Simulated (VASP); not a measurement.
# W16C15 (a cell with a defect) in VASP: notebook, part 2 of 2

VASP 6.6.1.

### Step 3. Single point, PBE

INCAR reads:

```
PREC = Accurate ; ENCUT = 520
EDIFF = 1E-6 ; ISMEAR = 1
SIGMA = 0.1 ; LREAL = Auto
LASPH = T ; NELM = 120
ALGO = Normal ; ISIF = 2
LWAVE = F ; LCHARG = F
GGA = PE ; NBANDS = 163
GGA_COMPAT = F
```

KPOINTS reads:

```
Automatic mesh
0
Gamma
  1 1 1
```

POSCAR reads:

```
W16C15
1.0
   -2.9220740600      5.0611807300      5.6926483200
    5.8441481100      0.0000000000      5.6926483200
    2.9220740600      5.0611807300      0.0000000000
W C
16 15
Direct
    0.0006525291     -0.0104773061      0.0062057520
    0.2532426021      0.2459101367      0.2539995094
    0.0029637910     -0.0022623600      0.5053636403
    0.2611580738      0.2378987519      0.7439372333
    0.0139000972      0.4613667466     -0.0256001338
    0.2592829470      0.7513473741      0.2515253283
    0.0160222111      0.5110286151      0.4860849326
    0.2496069218      0.7424647261      0.7580123022
    0.5010113421     -0.0013987118      0.0036629891
    0.7534555827      0.2416923136      0.2484031278
    0.4959382525      0.0008266698      0.5094597508
    0.7502508499      0.2467548811      0.7500632872
    0.5027539952      0.4947140866      0.0024520301
    0.7236160996      0.7757593265      0.2682777426
    0.5079883803      0.4992589811      0.5007098410
    0.7543515510      0.7450099974      0.7558286634
    0.0407123141      0.1935895301      0.1255893939
    0.2943442866      0.4645654084      0.3745112988
    0.0339417304      0.2173269094      0.6295899985
    0.2918981456      0.4590384589      0.8678302484
   -0.0968840390      0.5981628533      0.1972394752
    0.2870668076      0.9598025932      0.3853786515
    0.0426978097      0.7103193730      0.6207288054
    0.2814622198      0.9559753670      0.8835192962
    0.5387545184      0.2104047059      0.1272730707
    0.5431621970      0.2158680042      0.6205624977
    0.7928983089      0.4584307035      0.8528311057
    0.5382118134      0.7113322652      0.1327802300
    0.7859979712      0.9637184068      0.3852627120
    0.5320361709      0.7122813421      0.6379398319
    0.7864667005      0.9629317236      0.8783351411
```

Potentials or basis: VASP PAW PBE potentials, release 64 (W_sv, C).

On the command line:

```console
cat potpaw_PBE.64/W_sv/POTCAR potpaw_PBE.64/C/POTCAR > POTCAR
mpirun -np 1 vasp_gam > vasp.out
```

OUTCAR:

```text
PREC = Accurate
   ENCUT = 520
   EDIFF = 1E-6
   ISMEAR = 1
   LREAL = Auto
   LASPH = T
   NELM = 120
   ISIF = 2
   GGA = PE

 ion  position               nearest neighbor table
   1  0.001  0.990  0.006-  24 2.12  17 2.15  31 2.21  29 2.25  19 2.29  14 2.81   8 2.90   3 2.90
                             4 2.90  10 2.90   6 2.93   3 2.95  12 2.96
   2  0.253  0.246  0.254-  25 2.16  22 2.16  19 2.26  18 2.27  20 2.27  17 2.29  13 2.84   3 2.84
                             4 2.86   5 2.87  11 2.88   9 2.90   7 2.93   4 2.98
   3  0.003  0.998  0.505-  22 2.15  23 2.18  17 2.18  29 2.23  31 2.23  19 2.25   2 2.84  16 2.85
                             1 2.90  12 2.91  10 2.92   8 2.93   6 2.93   1 2.95
   4  0.261  0.238  0.744-  26 2.14  24 2.14  19 2.24  18 2.26  20 2.26  17 2.28   5 2.71  11 2.76
                             9 2.86   2 2.86  15 2.89   1 2.90   2 2.98   7 2.99
   5  0.014  0.461  0.974-  21 1.87  17 2.03  20 2.12  27 2.17  23 2.31   4 2.71   7 2.73  10 2.75
                             2 2.87   8 2.96  16 3.01   7 3.16
   6  0.259  0.751  0.252-  28 2.11  18 2.17  24 2.18  22 2.19  23 2.22   7 2.75   9 2.78   8 2.91
                            15 2.92   1 2.93   3 2.93  13 2.94   8 2.94
   7  0.016  0.511  0.486-  21 2.04  18 2.11  23 2.12  19 2.23  27 2.24   5 2.73   6 2.75  16 2.92
                             2 2.93   4 2.99  12 3.02  14 3.13   5 3.16
   8  0.250  0.742  0.758-  30 2.14  20 2.15  23 2.21  24 2.21  22 2.23  11 2.87   1 2.90   6 2.91
                            13 2.92   3 2.93  15 2.93   6 2.94   5 2.96
   9  0.501  0.999  0.004-  31 2.16  28 2.17  25 2.21  22 2.25  26 2.27  24 2.28  14 2.73   6 2.78
                            12 2.83   4 2.86  11 2.90   2 2.90  16 2.95  11 2.95
  10  0.753  0.242  0.248-  29 2.10  17 2.18  25 2.20  26 2.21  27 2.32   5 2.75  11 2.84   1 2.90
                            12 2.91   3 2.92  13 2.92  12 2.94  15 2.96
  11  0.496  0.001  0.509-  30 2.18  29 2.19  22 2.21  26 2.23  24 2.23  25 2.24  14 2.69   4 2.76
                            10 2.84   8 2.87   2 2.88   9 2.90   9 2.95  16 2.98
  12  0.750  0.247  0.750-  19 2.15  31 2.15  27 2.15  26 2.18  25 2.23   9 2.83  15 2.88  10 2.91
                             3 2.91  13 2.91  10 2.94   1 2.96   7 3.02
  13  0.503  0.495  0.002-  25 2.15  27 2.20  18 2.20  30 2.21  20 2.24  28 2.27   2 2.84  16 2.86
                            15 2.90  12 2.91   8 2.92  10 2.92   6 2.94  15 2.94
  14  0.724  0.776  0.268-  21 1.85  29 2.11  30 2.13  28 2.17  31 2.20  11 2.69   9 2.73   1 2.81
                            15 2.82  16 2.87  16 3.01   7 3.13
[... 226 lines left out ...]
 maximum number of plane-waves:      4535
 NGX is ok and might be reduce to    64
   NGX = 31   NGY = 31   NGZ = 21

 number of electron     284.0000004 magnetization

 Free energy of the ion-electron system (eV)
  ---------------------------------------------------
  ext. energy  EPLUGINS =         0.00000000
  ---------------------------------------------------
  free energy    TOTEN  =      -343.03635902 eV

  energy without entropy =     -343.04216400  energy(sigma->0) =     -343.03829401

 E-fermi :  11.4152     XC(G=0): -13.5793

 val. band max:       10.9561581002   @ k =   0.0000   0.0000   0.0000
 cond. band min:      11.4993486152   @ k =   0.0000   0.0000   0.0000
 fundamental gap:      0.5431905150
 Fermi energy:        11.4151665028

 k-point     1 :       0.0000    0.0000    0.0000
  band No.  band energies     occupation
      1     -63.5566      2.00000
      2     -63.4542      2.00000
      3     -63.3779      2.00000
      4     -63.3508      2.00000
      5     -63.3359      2.00000
      6     -63.2891      2.00000
[... 146 lines left out ...]
    153      13.1983     -0.00000
    154      13.6716      0.00000
 [bands above 154 left out]

------------------------ aborting loop because EDIFF is reached ----------------------------------------

  FORCE on cell =-STRESS in cart. coord.  units (eV):
  Direction    XX          YY          ZZ          XY          YZ          ZX
  --------------------------------------------------------------------------------------
  -------------------------------------------------------------------------------------
  Total       46.0972849     -5.6610257      4.2493465    -20.4345600      5.2284253      3.7515918
  in kB      219.3150922    -26.9332211     20.2169352    -97.2206371     24.8750569     17.8487887
  external PRESSURE =      70.8662688 kB  Pullay stress =       0.0000000 kB

 VOLUME and BASIS-vectors are now :
 -----------------------------------------------------------------------------
  energy-cutoff  :      520.00
  volume of cell :      336.76
      direct lattice vectors                 reciprocal lattice vectors
    -2.922074060  5.061180730  5.692648320    -0.085555669  0.049395588  0.087832582
     5.844148110  0.000000000  5.692648320     0.085555669 -0.049395588  0.087832582
     2.922074060  5.061180730  0.000000000     0.085555669  0.148186765 -0.087832582

 POSITION                                       TOTAL-FORCE (eV/Angst)
 -----------------------------------------------------------------------------------
      5.79914      0.03471      5.63672        -0.012245      0.006860     -0.009181
      1.43935      2.56724      2.84150         0.022759     -0.012758     -0.003519
      7.29898      2.57274      5.69664         0.001299      0.004926      0.012179
      2.80103      5.08697      2.84096        -0.010572     -0.002121     -0.001387
      5.50295      5.00196      2.70553        -0.012363     -0.002486     -0.009173
      4.36832      2.58529      5.75316         0.013742     -0.019159     -0.005931
[... 23 lines left out ...]
      4.47214      5.92146      7.08346         0.003239      0.006116     -0.006606
      5.89596      8.42586      9.95871        -0.013388      0.007584     -0.003773
 -----------------------------------------------------------------------------------
    total drift:                                0.014716     -0.018434     -0.011081

  FREE ENERGIE OF THE ION-ELECTRON SYSTEM (eV)
  ---------------------------------------------------
  free  energy   TOTEN  =      -343.0363590152 eV

  energy  without entropy=     -343.0421640003  energy(sigma->0) =     -343.03829401
```

stdout:

```text
POSCAR found type information on POSCAR W C
 POSCAR found :  2 types and      31 ions
 scaLAPACK will be used
 LDA part: xc-table for (Slater+PW92), standard interpolation
 POSCAR, INCAR and KPOINTS ok, starting setup
 FFT: planning ... GRIDC
 FFT: planning ... GRID_SOFT
 FFT: planning ... GRID
 WAVECAR not read
 entering main loop
```

Run time: 4.6 min. Hardware: 1 thread of AMD EPYC 7R43 (Zen 3), shared host; peak memory 0.38 GiB.

What came out:

* Free energy: -343.0364 eV
* Pressure: 7.1 GPa
* Largest force: 0.049 eV/Å

Forces on the atoms (eV/Å):
```
W   -0.012  0.007 -0.009
W    0.023 -0.013 -0.004
W    0.001  0.005  0.012
W   -0.011 -0.002 -0.001
W   -0.012 -0.002 -0.009
W    0.014 -0.019 -0.006
W    0.011 -0.023  0.008
W    0.018  0.002 -0.008
W    0.001  0.000 -0.001
W    0.019 -0.009  0.002
W    0.004  0.007  0.001
W    0.010 -0.020  0.015
W    0.005  0.002 -0.008
W    0.035 -0.034 -0.009
W   -0.018  0.008  0.006
W   -0.006 -0.003 -0.001
C   -0.002 -0.001 -0.006
C   -0.015  0.012 -0.005
C   -0.008  0.010  0.004
C   -0.005  0.007  0.007
C   -0.013  0.046 -0.003
C   -0.019 -0.004  0.004
C    0.012  0.002 -0.007
C   -0.003  0.002  0.003
C   -0.017  0.007  0.000
C   -0.003  0.001  0.008
C    0.007  0.000  0.003
C   -0.014 -0.008  0.002
C    0.007  0.007  0.007
C    0.003  0.006 -0.007
C   -0.013  0.008 -0.004
```

Caveat: the k points lie up to 1.21 Å⁻¹ apart; spin-orbit coupling is left out, which moves the levels of the heavy elements.

### Step 4. Single point, PBE

INCAR reads:

```
PREC = Accurate ; ENCUT = 520
EDIFF = 1E-6 ; ISMEAR = 1
SIGMA = 0.1 ; LREAL = Auto
LASPH = True ; NELM = 120
ALGO = Normal ; ISIF = 2
LWAVE = False ; LCHARG = True
GGA = PE ; LELF = True
LVHAR = True ; NBANDS = 163
GGA_COMPAT = False
```

KPOINTS is that of step 3.

POSCAR reads:

```
W16C15
1.0
   -2.9220740600      5.0611807300      5.6926483200
    5.8441481100      0.0000000000      5.6926483200
    2.9220740600      5.0611807300      0.0000000000
W C
16 15
Direct
    0.0038750152     -0.0068553504      0.0019064420
    0.2527159892      0.2437986102      0.2548325725
    0.0008064086     -0.0049921581      0.5050184447
    0.2583453593      0.2407005751      0.7451325386
    0.0118091208      0.4839910484     -0.0269850262
    0.2558771831      0.7491576756      0.2510794218
    0.0098097205      0.5031420439      0.4922784553
    0.2519198660      0.7459332738      0.7543569835
    0.5001254339     -0.0019140847     -0.0002902897
    0.7520953252      0.2440608891      0.2465937692
    0.4968919568      0.0001524487      0.5079858121
    0.7522020224      0.2467583349      0.7500630429
    0.5024893373      0.4956785945      0.0005622501
    0.7387970687      0.7662463695      0.2548400426
    0.5060426027      0.4965803733      0.4995067486
    0.7517511093      0.7447802977      0.7516664539
    0.0379237786      0.2019925000      0.1236604532
    0.2917511374      0.4641406301      0.3707126589
    0.0327962364      0.2140286017      0.6314720795
    0.2911257561      0.4585428973      0.8717973471
   -0.1545449971      0.5263794897      0.2883997310
    0.2879056787      0.9569493698      0.3823663746
    0.0431575488      0.7101941004      0.6265002210
    0.2821382730      0.9550482883      0.8859109067
    0.5377746223      0.2100435742      0.1251592224
    0.5416464028      0.2153060309      0.6221312440
    0.7919775508      0.4555087861      0.8635685455
    0.5356405544      0.7122334755      0.1342438423
    0.7861037201      0.9625511134      0.3803900914
    0.5332566161      0.7131532447      0.6286665227
    0.7862234247      0.9617456119      0.8826324116
```

On the command line:

```console
cat potpaw_PBE.64/W_sv/POTCAR potpaw_PBE.64/C/POTCAR > POTCAR
mpirun -np 1 vasp_gam > vasp.out
```

Wall time 3.4 min (1 thread of AMD EPYC 7R43 (Zen 3), shared host); peak memory 0.38 GiB.

It converged, with:

| Item | Value |
| --- | --- |
| Free energy | -345.6655 eV |
| Pressure | 3.7 GPa |
| Largest force | 5.365 eV/Å |

Forces in eV/Å, atoms in the order of the input:
```
W   -0.012 -0.014  0.437
W   -0.048  0.014  0.074
W   -0.064 -0.073 -0.020
W    0.219 -0.055  0.190
W    0.972 -0.091  1.004
W   -0.005 -0.153 -0.066
W   -0.059 -0.001 -0.361
W    0.047 -0.038  0.407
W   -0.069 -0.155  0.130
W    0.127 -0.111  0.224
W   -0.069 -0.021  0.196
W   -0.028  0.054  0.281
W    0.009 -0.065  0.204
W   -0.973  0.070  0.429
W   -0.109 -0.088  0.018
W   -0.049 -0.219  0.070
C    0.362 -0.191  0.428
C   -0.063 -0.234  0.050
C   -0.097  0.024 -0.001
C    0.077  0.113  0.140
C    0.084  1.214 -5.226
C   -0.209 -0.092  0.107
C    0.113  0.197  0.180
C   -0.014  0.085  0.186
C   -0.046 -0.117  0.134
C    0.028 -0.007  0.082
C    0.126  0.357  0.036
C    0.102 -0.053  0.123
C   -0.169 -0.167  0.150
C   -0.208 -0.300  0.263
C    0.027  0.118  0.129
```

Stress tensor (GPa, compression positive):
```
10.69 -9.92  0.30
-9.92 -3.02  1.82
 0.30  1.82  3.52
```

Levels at points of the mesh, in eV from the Fermi level:
```
           k point  band 139  band 140  band 141  band 142  band 143  band 144  band 145  band 146
(0.00, 0.00, 0.00)     -0.92     -0.45     -0.18     -0.08      0.30      0.51      0.61      0.70
```

Caveat: the k points lie up to 1.21 Å⁻¹ apart; spin-orbit coupling is left out, which moves the levels of the heavy elements.

### Step 5. The runs side by side

| cell | pressure (GPa) | largest force (eV/Å) |
| --- | --- | --- |
| as given, atomic positions A | 3.5 | 5.29 |
| as given, atomic positions B | 7.1 | 0.05 |
| as given, atomic positions C | 3.7 | 5.37 |

Alike in all rows: task single point; level PBE; potentials or basis VASP PAW PBE potentials, release 64 (W_sv, C); no spin polarisation; k mesh 1 × 1 × 1; cutoff (eV) 520; smearing methfessel-paxton 0.1 eV.

Caveats: all runs use coarse meshes; spin-orbit coupling is left out, which moves the levels of the heavy elements.

Absolute energies hang on the potentials; compare differences alone.
